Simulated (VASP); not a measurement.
NaF: single point with PBE-based global hybrid with 50 % exact exchange

The system is NaF.

```
CELL_PARAMETERS angstrom
2.79349 0.00000 0.00000
0.00000 2.79349 0.00000
0.00000 0.00000 2.79349
ATOMIC_POSITIONS crystal
Na 0.00000 0.00000 0.00000
F 0.50000 0.50000 0.50000
```

```json
{
  "Program": "VASP 6.6.1",
  "Task": "single point",
  "Functional": "PBE-based global hybrid with 50 % exact exchange",
  "Potentials or basis": "VASP PAW PBE potentials, release 64 (Na_pv, F)",
  "Cutoff": "520 eV",
  "k mesh": "4 × 4 × 4",
  "Occupations": "gaussian, width 0.01 eV",
  "Spin": "no spin polarisation",
  "Dipole correction": "no",
  "Grid for exact exchange (PRECFOCK)": "Normal",
  "Share of exact exchange": "0.5",
  "Further INCAR settings": "ALGO = Normal; EDIFF = 1e-06; NBANDS = 14"
}
```

```
Pressure               : -0.7 GPa
Band gap on the k mesh : 12.15 eV (least direct gap 12.52 eV)
```

Levels at points of the mesh, in eV from the valence-band top:
| k point | band 5 | band 6 | band 7 | band 8 | band 9 | band 10 |
| --- | --- | --- | --- | --- | --- | --- |
| (0.00, 0.00, 0.00) | -0.37 | -0.37 | -0.37 | 12.15 | 22.03 | 22.03 |
| (0.50, 0.00, 0.00) | -2.83 | -0.23 | -0.23 | 17.13 | 18.35 | 26.41 |
| (0.50, 0.50, 0.00) | -2.08 | -2.08 | 0.00 | 18.18 | 21.96 | 21.96 |
| (0.50, 0.50, 0.50) | -1.84 | -1.84 | -1.84 | 20.69 | 20.69 | 20.69 |

Run time: 110 s on 1 thread of Intel(R) Xeon(R) Platinum 8175M CPU @ 2.50GHz (Skylake/Cascade Lake), with other jobs on the host, peak memory 0.13 GiB.

Caveat: the k points lie up to 0.56 Å⁻¹ apart; the PAW data sets were made with another functional, which shifts forces and pressure a little. A k mesh can miss the band edges.
